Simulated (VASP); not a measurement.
# Cu3Sb2 (P6/mmm) in VASP: a series of runs

Cu3Sb2 is run at these levels: PBE; tasks: single point, relaxation of cell and atoms.

Everything below comes from runs of VASP 6.6.1. Logs are shortened: lines on timing, memory, paths and dates and some standing lists are left out, and cuts for length are marked.

**1. The cell of the first run**

Symmetry: P6/mmm, No. 191, hexagonal system. The conventional cell has a = 5.778 Å, b = 5.778 Å, c = 4.024 Å, α = 90.00°, β = 90.00°, γ = 120.00°. Within 2.7 Å of Cu (site symmetry -6m2) lie 2 Sb at 2.01 Å. Cu (site symmetry 6/mmm) has 8 Cu at 3.34 to 4.02 Å and 12 Sb at 3.90 Å within 4.4 Å. Within 2.7 Å of Sb (site symmetry -6m2) lie 2 Cu at 2.01 Å.

**2. Single point, PBE**

Contents of INCAR:

```
PREC = Accurate
ENCUT = 520
EDIFF = 1E-6
ISMEAR = 0
SIGMA = 0.1
LREAL = False
LASPH = True
NELM = 100
ALGO = Fast
ISIF = 2
LWAVE = False
LCHARG = False
GGA = PE
NBANDS = 30
```

Contents of KPOINTS:

```
regular mesh
0
Gamma
  3 3 4
```

Contents of POSCAR:

```
Cu3Sb2
1.0
    5.7782189800      0.0000000000      0.0000000000
   -2.8891094900      5.0040844300      0.0000000000
    0.0000000000      0.0000000000      4.0238742500
Cu Sb
3 2
Direct
    0.3333333300      0.6666666700      0.0000000000
    0.6666666700      0.3333333300      0.0000000000
    0.0000000000      0.0000000000      0.0000000000
    0.3333333300      0.6666666700      0.5000000000
    0.6666666700      0.3333333300      0.5000000000
```

Potentials or basis: VASP PAW PBE potentials, release 64 (Cu, Sb).

Launch:

```
$ cat potpaw_PBE.64/Cu/POTCAR potpaw_PBE.64/Sb/POTCAR > POTCAR
$ mpirun -np 1 vasp_std > vasp.out
```

OUTCAR:

```text
PREC = Accurate
   ENCUT = 520
   EDIFF = 1E-6
   ISMEAR = 0
   LREAL = False
   LASPH = True
   NELM = 100
   ISIF = 2
   GGA = PE

 ion  position               nearest neighbor table
   1  0.333  0.667  0.000-   4 2.01   4 2.01
   2  0.667  0.333  0.000-   5 2.01   5 2.01
   3  0.000  0.000  0.000-
   4  0.333  0.667  0.500-   1 2.01   1 2.01   5 3.34   5 3.34   5 3.34
   5  0.667  0.333  0.500-   2 2.01   2 2.01   4 3.34   4 3.34   4 3.34

  LATTYP: Found a hexagonal cell.
 ALAT       =     5.7782189800
 C/A-ratio  =     0.6963865966

  Lattice vectors:

 A1 = (   5.7782189800,   0.0000000000,   0.0000000000)
 A2 = (  -2.8891094900,   5.0040844300,   0.0000000000)
 A3 = (   0.0000000000,   0.0000000000,   4.0238742500)

Analysis of symmetry for initial positions (statically):
=====================================================================
 Subroutine PRICEL returns:
 Original cell was already a primitive cell.

 Routine SETGRP: Setting up the symmetry group for a
 hexagonal supercell.

 Subroutine GETGRP returns: Found 24 space group operations
 (whereof 24 operations were pure point group operations)
 out of a pool of 24 trial point group operations.

The static configuration has the point symmetry D_6h.

Analysis of symmetry for dynamics (positions and initial velocities):
=====================================================================
 Subroutine PRICEL returns:
 Original cell was already a primitive cell.

 Routine SETGRP: Setting up the symmetry group for a
 hexagonal supercell.

 Subroutine GETGRP returns: Found 24 space group operations
 (whereof 24 operations were pure point group operations)
 out of a pool of 24 trial point group operations.

The dynamic configuration has the point symmetry D_6h.

 Subroutine INISYM returns: Found 24 space group operations
 (whereof 24 operations are pure point group operations),
 and found     1 'primitive' translations

----------------------------------------------------------------------------------------

                                     Primitive cell

  volume of cell :     116.3491

  direct lattice vectors                    reciprocal lattice vectors
     5.778218980  0.000000000  0.000000000     0.173063708  0.099918378  0.000000000
    -2.889109490  5.004084430  0.000000000     0.000000000  0.199836756  0.000000000
[... 75 lines left out ...]
   EDIFF  = 0.1E-05   stopping-criterion for ELM
   LREAL  =      F    real-space projection
   EDIFFG = 0.1E-04   stopping-criterion for IOM
   NSW    =      0    number of steps for IOM
   IBRION =     -1    ionic relax: 0-MD 1-quasi-New 2-CG
   NFREE  =      0    steps in history (QN), initial steepest desc. (CG)
   ISIF   =      2    stress and relaxation
   ISYM   =      2    0-nonsym 1-usesym 2-fastsym
   POTIM  = 0.5000    time-step for ionic-motion
   TEBEG  =    0.0;   TEEND  =   0.0 temperature during run
   PSTRESS=    0.0 pullay stress
   NELECT =      43.0000    total number of electrons
   NUPDOWN=      -1.0000    fix difference up-down
   EMIN   =  10.00;   EMAX   =-10.00  energy-range for DOS
   EFERMI =   0.00;   METHOD = LEGACY
   ISMEAR =     0;   SIGMA  =   0.10  broadening in eV -4-tet -1-fermi 0-gaus
   EFERMI_NEDOS =   21; number of points for ismear=-14 and -15
   IALGO  =     68    algorithm
   IMIX   =      4    mixing-type and parameters
     AMIX     =   0.40;   BMIX     =  1.00
     AMIX_MAG =   1.60;   BMIX_MAG =  1.00
  volume/ion in A,a.u.               =      23.27       157.03
  Fermi-wavevector in a.u.,A,eV,Ry     =   1.174834  2.220115 18.779248  1.380236
  Thomas-Fermi vector in A             =   2.311225
   LORBIT       =      0    0 simple, 1 ext, 2 COOP (PROOUT), +10 PAW based schemes
   GGA     = PE    functional components
   LHFCALC =     F    Hartree Fock is set to
   AEXX    =    0.0000 exact exchange contribution
   IVDW    =     0    specifies the selected vdW correction
   LEPSILON=     F    determine dielectric tensor
   LRPA    =     F    only Hartree local field effects (RPA)
 non-spin polarized calculation
 RMM-DIIS sequential band-by-band and
 Gauss-broadening in eV      SIGMA  =   0.10
  energy-cutoff  :      520.00
  volume of cell :      116.35
 maximum number of plane-waves:      3170
 NGX is ok and might be reduce to    48
   NGX = 21   NGY = 21   NGZ = 15

 number of electron      43.0000021 magnetization

 Free energy of the ion-electron system (eV)
  ---------------------------------------------------
  ext. energy  EPLUGINS =         0.00000000
  ---------------------------------------------------
  free energy    TOTEN  =        -9.47355259 eV

  energy without entropy =       -9.45236124  energy(sigma->0) =       -9.46295692

 E-fermi :   5.2137     XC(G=0):  -9.6213

 val. band max:        5.1164925879   @ k =   0.0000   0.0000   0.0000
 cond. band min:       5.2316881053   @ k =   0.3333   0.0000   0.5000
 fundamental gap:      0.1151955174
 Fermi energy:         5.2136948637

 k-point     1 :       0.0000    0.0000    0.0000
  band No.  band energies     occupation
      1      -6.5767      2.00000
      2      -4.4581      2.00000
      3       0.6743      2.00000
      4       1.0440      2.00000
      5       1.0440      2.00000
      6       1.1877      2.00000
[... 286 lines left out ...]
     29      13.0127      0.00000
     30      13.6925      0.00000

------------------------ aborting loop because EDIFF is reached ----------------------------------------

  FORCE on cell =-STRESS in cart. coord.  units (eV):
  Direction    XX          YY          ZZ          XY          YZ          ZX
  --------------------------------------------------------------------------------------
  -------------------------------------------------------------------------------------
  Total       -3.5734500     -3.5734500     73.4185806      0.0000000      0.0000000      0.0000000
  in kB      -49.2079489    -49.2079490   1011.0055533      0.0000000      0.0000000      0.0000000
  external PRESSURE =     304.1965518 kB  Pullay stress =       0.0000000 kB

 VOLUME and BASIS-vectors are now :
 -----------------------------------------------------------------------------
  energy-cutoff  :      520.00
  volume of cell :      116.35
      direct lattice vectors                 reciprocal lattice vectors
     5.778218980  0.000000000  0.000000000     0.173063708  0.099918378  0.000000000
    -2.889109490  5.004084430  0.000000000     0.000000000  0.199836756  0.000000000
     0.000000000  0.000000000  4.023874250     0.000000000  0.000000000  0.248516712

 POSITION                                       TOTAL-FORCE (eV/Angst)
 -----------------------------------------------------------------------------------
     -0.00000      3.33606      0.00000         0.000000      0.000000     -0.000000
      2.88911      1.66803      0.00000        -0.000000      0.000000      0.000000
      0.00000      0.00000      0.00000        -0.000000      0.000000      0.000000
     -0.00000      3.33606      2.01194        -0.000000      0.000000      0.000000
      2.88911      1.66803      2.01194         0.000000      0.000000      0.000000
 -----------------------------------------------------------------------------------
    total drift:                               -0.000000      0.000000     -0.000000

  FREE ENERGIE OF THE ION-ELECTRON SYSTEM (eV)
  ---------------------------------------------------
  free  energy   TOTEN  =        -9.4735525923 eV

  energy  without entropy=       -9.4523612428  energy(sigma->0) =       -9.46295692
```

stdout:

```text
POSCAR found type information on POSCAR CuSb
 POSCAR found :  2 types and       5 ions
 scaLAPACK will be used
 LDA part: xc-table for (Slater+PW92), standard interpolation
 POSCAR, INCAR and KPOINTS ok, starting setup
 FFT: planning ... GRIDC
 FFT: planning ... GRID_SOFT
 FFT: planning ... GRID
 WAVECAR not read
 entering main loop
```

Wall time 27 s (1 thread of AMD EPYC 9R45 (Zen 5), shared host); peak memory 0.22 GiB.

What came out:

```yaml
Free_energy: -9.4736 eV
Pressure: 30.4 GPa
```

Levels at points of the mesh, in eV from the Fermi level:
```csv
k point,band 17,band 18,band 19,band 20,band 21,band 22,band 23,band 24,band 25,band 26
"(0.00, 0.00, 0.00)",-1.58,-1.58,-1.44,-1.44,-0.73,-0.73,-0.40,-0.10,2.93,6.29
"(0.00, 0.00, 0.50)",-1.72,-1.47,-1.43,-0.76,-0.76,1.50,1.65,1.65,2.03,2.03
```

Caveat: the k points lie up to 0.42 Å⁻¹ apart; spin-orbit coupling is left out, which moves the levels of the heavy elements.

**3. Single point, PBE**

This run uses another cell than the first one, of 21.75 Å³/atom, 0.935 times its volume.

Contents of INCAR:

```
PREC     = Accurate       # precision mode
ENCUT    = 520            # plane-wave cutoff, eV
EDIFF    = 1E-7           # SCF threshold, eV
ISMEAR   = 0              # smearing method
SIGMA    = 0.1            # smearing width, eV
LREAL    = F              # projectors in reciprocal space
LASPH    = T              # aspherical terms in the spheres
NELM     = 100            # most SCF steps
ALGO     = Normal         # electronic algorithm
ISIF     = 2              # what is computed and relaxed
LWAVE    = F              # write WAVECAR
LCHARG   = F              # write CHGCAR
GGA      = PE             # functional
NBANDS   = 30             # bands
```

Contents of KPOINTS:

```
Automatic mesh
0
Gamma
  6 6 4
```

Contents of POSCAR:

```
Cu3Sb2
1.0
    4.8728230299      0.0000000000      0.0000000000
   -2.4364115150      4.2199885320      0.0000000000
    0.0000000000      0.0000000000      5.2891992213
Cu Sb
3 2
Direct
    0.3333333333      0.6666666667      0.0000000000
    0.6666666667      0.3333333333      0.0000000000
    0.0000000000      0.0000000000      0.0000000000
    0.3333333333      0.6666666667      0.5000000000
    0.6666666667      0.3333333333      0.5000000000
```

Potentials or basis: VASP PAW PBE potentials, release 64 (Cu, Sb).

Launch:

```
$ cat potpaw_PBE.64/Cu/POTCAR potpaw_PBE.64/Sb/POTCAR > POTCAR
$ mpirun -np 1 vasp_std > vasp.out
```

OUTCAR:

```text
PREC = Accurate
   ENCUT = 520
   EDIFF = 1E-7
   ISMEAR = 0
   LREAL = F
   LASPH = T
   NELM = 100
   ISIF = 2
   GGA = PE

 ion  position               nearest neighbor table
   1  0.333  0.667  0.000-   4 2.64   4 2.64
   2  0.667  0.333  0.000-   5 2.64   5 2.64
   3  0.000  0.000  0.000-
   4  0.333  0.667  0.500-   1 2.64   1 2.64   5 2.81   5 2.81   5 2.81
   5  0.667  0.333  0.500-   2 2.64   2 2.64   4 2.81   4 2.81   4 2.81

  LATTYP: Found a hexagonal cell.
 ALAT       =     4.8728230299
 C/A-ratio  =     1.0854486586

  Lattice vectors:

 A1 = (   4.8728230299,   0.0000000000,   0.0000000000)
 A2 = (  -2.4364115150,   4.2199885320,   0.0000000000)
 A3 = (   0.0000000000,   0.0000000000,   5.2891992213)

Analysis of symmetry for initial positions (statically):
=====================================================================
 Subroutine PRICEL returns:
 Original cell was already a primitive cell.
[... 168 lines left out ...]
  free energy    TOTEN  =       -16.95131291 eV

  energy without entropy =      -16.94386359  energy(sigma->0) =      -16.94758825

 E-fermi :   5.8151     XC(G=0): -10.1213

 val. band max:        5.7721169779   @ k =   0.1667   0.1667   0.2500
 cond. band min:       5.9043889105   @ k =   0.1667   0.1667   0.5000
 fundamental gap:      0.1322719326
 Fermi energy:         5.8150620025

 k-point     1 :       0.0000    0.0000    0.0000
  band No.  band energies     occupation
      1      -6.2094      2.00000
      2      -0.2759      2.00000
      3       1.3167      2.00000
      4       1.7759      2.00000
      5       2.4577      2.00000
      6       2.4577      2.00000
[... 682 lines left out ...]
     29      12.3150      0.00000
     30      13.0135      0.00000

------------------------ aborting loop because EDIFF is reached ----------------------------------------

  FORCE on cell =-STRESS in cart. coord.  units (eV):
  Direction    XX          YY          ZZ          XY          YZ          ZX
  --------------------------------------------------------------------------------------
  -------------------------------------------------------------------------------------
  Total        0.1708720      0.1708720      0.0687467     -0.0000000      0.0000000     -0.0000000
  in kB        2.5170950      2.5170950      1.0126992     -0.0000000      0.0000000     -0.0000000
  external PRESSURE =       2.0156297 kB  Pullay stress =       0.0000000 kB

 VOLUME and BASIS-vectors are now :
 -----------------------------------------------------------------------------
  energy-cutoff  :      520.00
  volume of cell :      108.76
      direct lattice vectors                 reciprocal lattice vectors
     4.872823030  0.000000000  0.000000000     0.205219848  0.118483734  0.000000000
    -2.436411515  4.219988532  0.000000000     0.000000000  0.236967469  0.000000000
     0.000000000  0.000000000  5.289199221     0.000000000  0.000000000  0.189064537

 POSITION                                       TOTAL-FORCE (eV/Angst)
 -----------------------------------------------------------------------------------
     -0.00000      2.81333      0.00000        -0.000000     -0.000000      0.000000
      2.43641      1.40666      0.00000         0.000000      0.000000     -0.000000
      0.00000      0.00000      0.00000        -0.000000      0.000000      0.000000
     -0.00000      2.81333      2.64460        -0.000000      0.000000      0.000000
      2.43641      1.40666      2.64460         0.000000     -0.000000      0.000000
 -----------------------------------------------------------------------------------
    total drift:                               -0.000000      0.000000      0.000000

  FREE ENERGIE OF THE ION-ELECTRON SYSTEM (eV)
  ---------------------------------------------------
  free  energy   TOTEN  =       -16.9513129087 eV

  energy  without entropy=      -16.9438635932  energy(sigma->0) =      -16.94758825
```

Wall time 46 s (1 thread of AMD EPYC 9R45 (Zen 5), shared host); peak memory 0.21 GiB.

What came out:

```
Free energy : -16.9513 eV
Pressure    : 0.2 GPa
```

Caveat: spin-orbit coupling is left out, which moves the levels of the heavy elements.

**4. Relaxation of cell and atoms, PBE**

This run uses another cell than the first one, of 21.43 Å³/atom, 0.921 times its volume.

Contents of INCAR:

```
SYSTEM = Cu3Sb2
PREC = Accurate
ENCUT = 600
EDIFF = 1E-6
ISMEAR = 0
SIGMA = 0.1
LREAL = .False.
LASPH = .True.
NELM = 80
ALGO = Normal
ISIF = 3
LWAVE = .False.
LCHARG = .False.
GGA = PE
IBRION = 2
NSW = 90
EDIFFG = -0.04
```

Contents of KPOINTS:

```
regular mesh
0
Gamma
  6 6 4
  0 0 0
```

Changes to POSCAR since step 3:

```diff
@@ -2,5 +2,5 @@
 1.0
-    4.8728230299      0.0000000000      0.0000000000
-   -2.4364115150      4.2199885320      0.0000000000
-    0.0000000000      0.0000000000      5.2891992213
+    4.7634638437      0.0000000000      0.0000000000
+   -2.3817319219      4.1252806987      0.0000000000
+    0.0000000000      0.0000000000      5.4537211356
 Cu Sb
```

Launch:

```
$ cat potpaw_PBE.64/Cu/POTCAR potpaw_PBE.64/Sb/POTCAR > POTCAR
$ mpirun -np 1 vasp_std > vasp.out
```

Wall time 4.7 min (1 thread of Intel Xeon Platinum 8259CL at 2.50GHz (Skylake/Cascade Lake), shared host); peak memory 0.31 GiB.

The run converged. Its results:

| Quantity | Value |
| --- | --- |
| Free energy | -16.9516 eV |
| Relaxed volume | 21.80 Å³/atom |
| Relaxed cell | a = 4.879 Å, b = 4.879 Å, c = 5.287 Å, α = 90.00°, β = 90.00°, γ = 120.00° |
| Space group after relaxing (to 0.05 Å) | P6/mmm (No. 191) |
| Energy gained by relaxing | 17.0 meV/atom |
| Ionic steps | 5 |
| Pressure after relaxing | 0.1 GPa |

Step by step:
| step | energy change (eV) | largest force (eV/Å) | pressure (GPa) | volume (Å³) |
| --- | --- | --- | --- | --- |
| 1 | 0.0000 | 0.0000 | 1.46 | 107.17 |
| 2 | -0.0785 | 0.0000 | -0.54 | 110.17 |
| 3 | -0.0801 | 0.0000 | -1.00 | 110.65 |
| 4 | -0.0800 | 0.0000 | -0.76 | 110.56 |
| 5 | -0.0852 | 0.0000 | 0.07 | 109.01 |

Final structure:
```cif
data_structure
_symmetry_space_group_name_H-M 'P 1'
_symmetry_Int_Tables_number 1
_cell_length_a 4.8794
_cell_length_b 4.8794
_cell_length_c 5.2871
_cell_angle_alpha 90.000
_cell_angle_beta 90.000
_cell_angle_gamma 120.000
_cell_volume 109.01
loop_
_atom_site_label
_atom_site_type_symbol
_atom_site_fract_x
_atom_site_fract_y
_atom_site_fract_z
_atom_site_occupancy
Cu1 Cu 0.33333 0.66667 0.00000 1
Cu2 Cu 0.66667 0.33333 0.00000 1
Cu3 Cu 0.00000 0.00000 0.00000 1
Sb1 Sb 0.33333 0.66667 0.50000 1
Sb2 Sb 0.66667 0.33333 0.50000 1
```

Levels at points of the mesh, in eV from the Fermi level:
| k point | band 18 | band 19 | band 20 | band 21 | band 22 | band 23 | band 24 | band 25 |
| --- | --- | --- | --- | --- | --- | --- | --- | --- |
| (0.00, 0.00, 0.00) | -1.73 | -1.53 | -1.53 | -1.51 | 0.83 | 0.84 | 0.84 | 3.17 |
| (0.50, 0.00, 0.00) | -1.36 | -1.35 | -1.25 | -1.16 | -1.09 | -0.21 | 2.11 | 4.03 |
| (0.00, 0.00, 0.50) | -1.55 | -1.55 | -1.54 | 0.93 | 1.48 | 1.48 | 2.27 | 3.10 |
| (0.50, 0.00, 0.50) | -1.50 | -1.36 | -1.35 | -1.29 | 0.57 | 1.06 | 4.01 | 4.19 |

Caveat: spin-orbit coupling is left out, which moves the levels of the heavy elements.

**5. Single point, PBE**

This run uses another cell than the first one, of 21.71 Å³/atom, 0.933 times its volume.

Contents of INCAR:

```
ALGO = Fast ; EDIFF = 1E-6
ENCUT = 520 ; GGA = PE
ISIF = 2 ; ISMEAR = 0
LASPH = True ; LCHARG = False
LREAL = False ; LWAVE = False
NBANDS = 30 ; NELM = 100
PREC = Accurate ; SIGMA = 0.1
```

Contents of KPOINTS:

```
k-points
0
Gamma
  12 12 8
```

Changes to POSCAR since step 4:

```diff
@@ -2,5 +2,5 @@
 1.0
-    4.7634638437      0.0000000000      0.0000000000
-   -2.3817319219      4.1252806987      0.0000000000
-    0.0000000000      0.0000000000      5.4537211356
+    4.8532902340      0.0000000000      0.0000000000
+   -2.4266451170      4.2030726346      0.0000000000
+    0.0000000000      0.0000000000      5.3221560521
 Cu Sb
```

Launch:

```
$ cat potpaw_PBE.64/Cu/POTCAR potpaw_PBE.64/Sb/POTCAR > POTCAR
$ mpirun -np 1 vasp_std > vasp.out
```

Run time: 4.2 min. Hardware: 1 thread of Intel Xeon Platinum 8259CL at 2.50GHz (Skylake/Cascade Lake), shared host; peak memory 0.41 GiB.

Results (log left out):

| Quantity | Value |
| --- | --- |
| Free energy | -16.9351 eV |
| Pressure | 0.2 GPa |

Stress tensor (GPa, compression positive):
```
0.30 0.00 0.00
0.00 0.30 0.00
0.00 0.00 0.11
```

Levels at points of the mesh, in eV from the Fermi level:
```tsv
k point	band 17	band 18	band 19	band 20	band 21	band 22	band 23	band 24	band 25	band 26
(0.00, 0.00, 0.00)	-1.82	-1.82	-1.59	-1.59	-1.59	0.72	0.72	0.78	3.14	4.87
(0.50, 0.00, 0.00)	-1.59	-1.42	-1.39	-1.32	-1.28	-1.18	-0.34	1.98	3.97	3.98
(0.00, 0.00, 0.50)	-1.97	-1.61	-1.61	-1.61	0.91	1.33	1.33	2.10	2.89	3.27
(0.50, 0.00, 0.50)	-1.62	-1.57	-1.44	-1.41	-1.39	0.50	1.01	3.94	3.94	4.58
```

Caveat: spin-orbit coupling is left out, which moves the levels of the heavy elements.

**6. The runs side by side**

```tsv
task	cell	k mesh	cutoff (eV)	gap on the mesh (eV)	pressure (GPa)
single point	a = 5.778, b = 5.778, c = 4.024 Å, angles 90.0, 90.0, 120.0°, 5 atoms	3 × 3 × 4	520	none	30.4
single point	a = 4.873, b = 4.873, c = 5.289 Å, angles 90.0, 90.0, 120.0°, 5 atoms	6 × 6 × 4	520	none	0.2
relaxation of cell and atoms	relaxed from a = 4.763, b = 4.763, c = 5.454 Å, angles 90.0, 90.0, 120.0°, 5 atoms	6 × 6 × 4	600	none	0.1
single point	a = 4.853, b = 4.853, c = 5.322 Å, angles 90.0, 90.0, 120.0°, 5 atoms	12 × 12 × 8	520	none	0.2
```

Alike in all rows: level PBE; potentials or basis VASP PAW PBE potentials, release 64 (Cu, Sb); no spin polarisation; smearing gaussian 0.1 eV.

Caveats: some runs use coarse meshes; spin-orbit coupling is left out, which moves the levels of the heavy elements.

Total energies depend on the potentials used, so only differences within one code and one set of settings carry meaning.
